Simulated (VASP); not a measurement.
Crystal: Sn.

```xyz
2
Lattice="-0.0561 3.2284 3.2284 3.2284 -0.0561 3.2284 3.2284 3.2284 -0.0561" Properties=species:S:1:pos:R:3 pbc="T T T"
Sn   -0.0103   -0.0103   -0.0103
Sn    1.6105    1.6105    1.6105
```

This cell differs from its parent crystal: strain along [111] -2.6%.

Base run:

```yaml
Program: VASP 6.6.1
Functional: r2SCAN
Potentials_or_basis: VASP PAW PBE potentials, release 64 (Sn_d)
Cutoff: 520 eV
k_mesh: 6 × 6 × 6
Occupations: fermi-dirac, width 0.02 eV
Spin: no spin polarisation
```

Its results: band gap on the k mesh zero (band 14 reaches 5.40 eV, above the bottom of band 15 at 5.34 eV); pressure 1.2 GPa.

Task: The run is repeated on the same cell with these changes: functional from r2SCAN to PBE. What comes out?

Result: Band gap on the k mesh zero (band 14 reaches 5.55 eV, above the bottom of band 15 at 5.28 eV); pressure 2.7 GPa.

Caveats: spin-orbit coupling is left out, which moves the levels of the heavy elements; the PAW data sets were made with another functional, which shifts forces and pressure a little (some runs).
